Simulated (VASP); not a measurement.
Here is a VASP 6.6.1 calculation.

INCAR

```
SYSTEM = Mo3Ru
PREC = Accurate
ENCUT = 520
EDIFF = 1E-6
ISMEAR = 0
SIGMA = 0.1
LREAL = .False.
LASPH = .True.
NELM = 100
ALGO = Fast
ISIF = 2
LWAVE = .False.
LCHARG = .False.
GGA = PE
NBANDS = 36
```

Contents of KPOINTS:

```
Automatic mesh
0
Gamma
  12 12 12
  0 0 0
```

Contents of POSCAR:

```
Mo3Ru
1.0
    0.0000000000      3.1326745261      3.1326745261
    3.1326745261      0.0000000000      3.1326745261
    3.1326745261      3.1326745261      0.0000000000
Mo Ru
3 1
Direct
    0.7500000000      0.7500000000      0.7500000000
    0.2500000000      0.2500000000      0.2500000000
    0.0000000000      0.0000000000      0.0000000000
    0.5000000000      0.5000000000      0.5000000000
```

Potentials or basis: VASP PAW PBE potentials, release 64 (Mo_sv, Ru_pv).

Run with:

```console
$ cat potpaw_PBE.64/Mo_sv/POTCAR potpaw_PBE.64/Ru_pv/POTCAR > POTCAR
$ mpirun -np 1 vasp_std > vasp.out
```

Estimate the pressure.

0.3 GPa.

What does it give for the band gap on the k mesh?

Zero (band 28 reaches 13.05 eV, above the bottom of band 29 at 12.19 eV).
